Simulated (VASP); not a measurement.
Here is a VASP 6.6.1 calculation.

File INCAR:

```
PREC     = Accurate       # precision mode
ENCUT    = 520            # plane-wave cutoff, eV
EDIFF    = 1E-6           # SCF threshold, eV
ISMEAR   = -1             # smearing method
SIGMA    = 0.01           # smearing width, eV
LREAL    = F              # projectors in reciprocal space
LASPH    = T              # aspherical terms in the spheres
NELM     = 100            # most SCF steps
ALGO     = Normal         # electronic algorithm
ISIF     = 2              # what is computed and relaxed
LWAVE    = F              # write WAVECAR
LCHARG   = F              # write CHGCAR
GGA      = PE             # functional
NBANDS   = 16             # bands
```

KPOINTS

```
regular mesh
0
Gamma
  6 6 6
```

The input POSCAR:

```
CdS
1.0
    0.0000000000      2.9100000000      2.9100000000
    2.9100000000      0.0000000000      2.9100000000
    2.9100000000      2.9100000000      0.0000000000
Cd S
1 1
Direct
    0.0000000000      0.0000000000      0.0000000000
    0.7500000000      0.7500000000      0.7500000000
```

Potentials or basis: VASP PAW PBE potentials, release 64 (Cd, S).

Launch:

```console
$ cat potpaw_PBE.64/Cd/POTCAR potpaw_PBE.64/S/POTCAR > POTCAR
$ mpirun -np 1 vasp_std > vasp.out
```

(1) What does it give for the pressure?

(2) Estimate the band gap on the k mesh.

Results:

(1) 3.7 GPa.

(2) 1.16 eV, direct.
